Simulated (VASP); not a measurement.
# BN (P1) in VASP: further runs, part 2 of 3

VASP 6.6.1. Earlier steps stand in the parts before.

## Step 3: Single point, r2SCAN

Input file POSCAR:

```
BN
1.0
    2.5545800960      0.0000000000      0.0000000000
   -1.2772900480      2.2123312591      0.0000000000
    0.0000000000      0.0000000000      4.2245145352
B N
2 2
Direct
    0.6666666667      0.3333333333      0.9998058547
    0.3333333333      0.6666666667      0.4998058547
    0.5785895692      0.3333333333      0.7317152606
    0.3333333333      0.6666666667      0.1251941453
```

Input file INCAR.step1:

```
PREC = Accurate
ENCUT = 660
ISMEAR = 0
SIGMA = 0.05
LREAL = F
LASPH = T
NELM = 120
NBANDS = 16
GGA = PE
ALGO = Normal
EDIFF = 1E-5
LWAVE = T
LCHARG = F
GGA_COMPAT = F
```

Input file INCAR.step2:

```
PREC = Accurate
ENCUT = 660
EDIFF = 1E-6
ISMEAR = 0
SIGMA = 0.05
LREAL = F
LASPH = T
NELM = 120
ALGO = Normal
ISIF = 2
LWAVE = F
LCHARG = F
METAGGA = R2SCAN
LMIXTAU = T
NBANDS = 16
ISTART = 1
GGA_COMPAT = F
```

Input file KPOINTS:

```
Automatic mesh
0
Gamma
  12 12 6
```

Potentials or basis: VASP PAW PBE potentials, release 64 (B, N).

Run with:

```sh
cat potpaw_PBE.64/B/POTCAR potpaw_PBE.64/N/POTCAR > POTCAR
cp INCAR.step1 INCAR
mpirun -np 1 vasp_std > vasp.out
cp INCAR.step2 INCAR
mpirun -np 1 vasp_std > vasp.out
```

OUTCAR:

```text
PREC = Accurate
   ENCUT = 660
   EDIFF = 1E-6
   ISMEAR = 0
   LREAL = F
   LASPH = T
   NELM = 120
   ISIF = 2
   METAGGA = R2SCAN
   ISTART = 1

 ion  position               nearest neighbor table
   1  0.667  0.333  1.000-   3 1.15   4 1.57   4 1.57   4 1.57
   2  0.333  0.667  0.500-   4 1.58   3 1.62   3 1.78   3 1.94
   3  0.579  0.333  0.732-   1 1.15   2 1.62   2 1.78   2 1.94
   4  0.333  0.667  0.125-   1 1.57   1 1.57   1 1.57   2 1.58

  LATTYP: Found a hexagonal cell.
 ALAT       =     2.5545800960
 C/A-ratio  =     1.6537021258

  Lattice vectors:

 A1 = (   2.5545800960,   0.0000000000,   0.0000000000)
 A2 = (  -1.2772900480,   2.2123312591,   0.0000000000)
 A3 = (   0.0000000000,   0.0000000000,   4.2245145352)

Analysis of symmetry for initial positions (statically):
=====================================================================
 Subroutine PRICEL returns:
 Original cell was already a primitive cell.

 Routine SETGRP: Setting up the symmetry group for a
 hexagonal supercell.

 Subroutine GETGRP returns: Found  1 space group operations
 (whereof  1 operations were pure point group operations)
 out of a pool of 24 trial point group operations.

The static configuration has the point symmetry C_1 .

Analysis of symmetry for dynamics (positions and initial velocities):
=====================================================================
 Subroutine PRICEL returns:
 Original cell was already a primitive cell.

 Routine SETGRP: Setting up the symmetry group for a
 hexagonal supercell.

 Subroutine GETGRP returns: Found  1 space group operations
 (whereof  1 operations were pure point group operations)
 out of a pool of 24 trial point group operations.

The dynamic configuration has the point symmetry C_1 .

 Subroutine INISYM returns: Found  1 space group operations
 (whereof  1 operations are pure point group operations),
 and found     1 'primitive' translations

----------------------------------------------------------------------------------------

                                     Primitive cell

  volume of cell :      23.8752

  direct lattice vectors                    reciprocal lattice vectors
     2.554580096  0.000000000  0.000000000     0.391453766  0.226005937  0.000000000
    -1.277290048  2.212331259  0.000000000     0.000000000  0.452011875  0.000000000
     0.000000000  0.000000000  4.224514535     0.000000000  0.000000000  0.236713590

  length of vectors
     2.554580096  2.554580096  4.224514535     0.452011875  0.452011875  0.236713590

  position of ions in fractional coordinates (direct lattice)
     0.666666667  0.333333333  0.999805855
     0.333333333  0.666666667  0.499805855
     0.578589569  0.333333333  0.731715261
     0.333333333  0.666666667  0.125194145

  ion indices of the primitive-cell ions
   primitive index   ion index
                 1           1
                 2           2
                 3           3
                 4           4

----------------------------------------------------------------------------------------

 KPOINTS: Automatic mesh

Automatic generation of k-mesh.
 Grid dimensions read from file:
[... 22 lines left out ...]
  0.000000  0.000000  0.000000      1.000000
  0.083333 -0.000000  0.000000      2.000000
  0.000000  0.083333  0.000000      2.000000
 -0.083333  0.083333  0.000000      2.000000
  0.166667  0.000000  0.000000      2.000000
  0.000000  0.166667  0.000000      2.000000
[... 16 lines left out ...]
  0.166667  0.083333  0.000000      2.000000
 -0.083333  0.250000  0.000000      2.000000
 [... further k-points ...]
   k-points           NKPTS =    436   k-points in BZ     NKDIM =    436   number of bands    NBANDS=     16
   number of dos      NEDOS =    301   number of ions     NIONS =      4
   total plane-waves  NPLWV =  20736
   dimension x,y,z NGX =    24 NGY =   24 NGZ =   36
   dimension x,y,z NGXF=    48 NGYF=   48 NGZF=   72
   ions per type =               2   2
   NGX,Y,Z   is equivalent  to a cutoff of  15.62, 15.62, 14.17 a.u.
   NGXF,Y,Z  is equivalent  to a cutoff of  31.24, 31.24, 28.33 a.u.
 SYSTEM =  unknown system
   PREC   = accura    normal or accurate (medium, high low for compatibility)
   ISTART =      1    job   : 0-new  1-cont  2-samecut
   ICHARG =      0    charge: 1-file 2-atom 10-const
   ISPIN  =      1    spin polarized calculation?
   LNONCOLLINEAR =      F non collinear calculations
   LSORBIT =      F    spin-orbit coupling
   LASPH  =      T    aspherical Exc in radial PAW
   ENCUT  =  660.0 eV  48.51 Ry    6.96 a.u.   5.35  5.35  8.85*2*pi/ulx,y,z
   NELM   =    120;   NELMIN=  2; NELMDL=  0     # of ELM steps
   EDIFF  = 0.1E-05   stopping-criterion for ELM
   LREAL  =      F    real-space projection
   EDIFFG = 0.1E-04   stopping-criterion for IOM
   NSW    =      0    number of steps for IOM
   IBRION =     -1    ionic relax: 0-MD 1-quasi-New 2-CG
   NFREE  =      0    steps in history (QN), initial steepest desc. (CG)
   ISIF   =      2    stress and relaxation
   ISYM   =      2    0-nonsym 1-usesym 2-fastsym
   POTIM  = 0.5000    time-step for ionic-motion
   TEBEG  =    0.0;   TEEND  =   0.0 temperature during run
   PSTRESS=    0.0 pullay stress
   NELECT =      16.0000    total number of electrons
   NUPDOWN=      -1.0000    fix difference up-down
   EMIN   =  10.00;   EMAX   =-10.00  energy-range for DOS
   EFERMI =   0.00;   METHOD = LEGACY
   ISMEAR =     0;   SIGMA  =   0.05  broadening in eV -4-tet -1-fermi 0-gaus
   EFERMI_NEDOS =   21; number of points for ismear=-14 and -15
   IALGO  =     38    algorithm
   IMIX   =      4    mixing-type and parameters
     AMIX     =   0.40;   BMIX     =  1.00
     AMIX_MAG =   1.60;   BMIX_MAG =  1.00
  volume/ion in A,a.u.               =       5.97        40.28
  Fermi-wavevector in a.u.,A,eV,Ry     =   1.432625  2.707270 27.924811  2.052416
  Thomas-Fermi vector in A             =   2.552232
   LORBIT       =      0    0 simple, 1 ext, 2 COOP (PROOUT), +10 PAW based schemes
   METAGGA = R2SCAN    functional components
   LHFCALC =     F    Hartree Fock is set to
   AEXX    =    0.0000 exact exchange contribution
   IVDW    =     0    specifies the selected vdW correction
   LEPSILON=     F    determine dielectric tensor
   LRPA    =     F    only Hartree local field effects (RPA)
 non-spin polarized calculation
 Gauss-broadening in eV      SIGMA  =   0.05
  energy-cutoff  :      660.00
  volume of cell :       23.88
 maximum number of plane-waves:       942
 NGX is ok and might be reduce to    24
   NGX = 11   NGY = 11   NGZ = 17

 number of electron      16.0000001 magnetization

 Free energy of the ion-electron system (eV)
  ---------------------------------------------------
  ext. energy  EPLUGINS =         0.00000000
  ---------------------------------------------------
  free energy    TOTEN  =       -32.48199403 eV

  energy without entropy =      -32.48199403  energy(sigma->0) =      -32.48199403

 E-fermi :   8.7603     XC(G=0): -13.5660

 val. band max:        8.5661245349   @ k =   0.0000   0.0000   0.0000
 cond. band min:       9.8248204646   @ k =   0.3333   0.3333   0.0000
 fundamental gap:      1.2586959297
 Fermi energy:         8.7602993901

 k-point     1 :       0.0000    0.0000    0.0000
  band No.  band energies     occupation
      1     -14.5642      2.00000
      2      -9.7744      2.00000
      3      -4.5430      2.00000
      4       4.1568      2.00000
      5       4.5226      2.00000
      6       5.2575      2.00000
[... 433 lines left out ...]
      3      -3.5299      2.00000
      4       0.7765      2.00000
      5       2.9605      2.00000
      6       4.0970      2.00000
[... 8 lines left out ...]
     15      23.2692      0.00000
     16      25.5911      0.00000

 [... further k-points ...]

------------------------ aborting loop because EDIFF is reached ----------------------------------------

  FORCE on cell =-STRESS in cart. coord.  units (eV):
  Direction    XX          YY          ZZ          XY          YZ          ZX
  --------------------------------------------------------------------------------------
  -------------------------------------------------------------------------------------
  Total        3.6391608      2.4277081     18.7299351      0.2648876      0.1887259      2.5049535
  in kB      244.2110687    162.9148061   1256.8989579     17.7756571     12.6647173    168.0984709
  external PRESSURE =     554.6749442 kB  Pullay stress =       0.0000000 kB

 VOLUME and BASIS-vectors are now :
 -----------------------------------------------------------------------------
  energy-cutoff  :      660.00
  volume of cell :       23.88
      direct lattice vectors                 reciprocal lattice vectors
     2.554580096  0.000000000  0.000000000     0.391453766  0.226005937  0.000000000
    -1.277290048  2.212331259  0.000000000     0.000000000  0.452011875  0.000000000
     0.000000000  0.000000000  4.224514535     0.000000000  0.000000000  0.236713590

 POSITION                                       TOTAL-FORCE (eV/Angst)
 -----------------------------------------------------------------------------------
      1.27729      0.73744      4.22369         2.436319     -0.007155     20.212957
     -0.00000      1.47489      2.11144        -0.095326      0.313729      4.488708
      1.05229      0.73744      3.09114        -2.244122     -0.421297    -31.856974
     -0.00000      1.47489      0.52888        -0.096871      0.114722      7.155308
 -----------------------------------------------------------------------------------
    total drift:                                0.000214     -0.000008     -0.000409

  FREE ENERGIE OF THE ION-ELECTRON SYSTEM (eV)
  ---------------------------------------------------
  free  energy   TOTEN  =       -32.4819940344 eV

  energy  without entropy=      -32.4819940344  energy(sigma->0) =      -32.48199403
```

Run time: 9.8 min. Hardware: 1 thread of Oxide Virtual Turin-like, shared host; peak memory 0.28 GiB.

What came out:

```yaml
Free_energy: -32.4820 eV
Pressure: 55.5 GPa
Largest_force: 31.939 eV/Å
Band_gap_on_the_k_mesh: 1.26 eV (least direct gap 4.40 eV)
```

Forces in eV/Å, atoms in the order of the input:
```
B     2.436  -0.007  20.213
B    -0.095   0.314   4.489
N    -2.244  -0.421 -31.857
N    -0.097   0.115   7.155
```

Stress tensor (GPa, compression positive):
```
 24.42   1.78  16.81
  1.78  16.29   1.27
 16.81   1.27 125.69
```

Caveat: the stress differs along the axes, from 16 to 126 GPa; the PAW data sets were made with another functional, which shifts forces and pressure a little. A k mesh can miss the band edges.

(Part 2 of 3 ends here.)
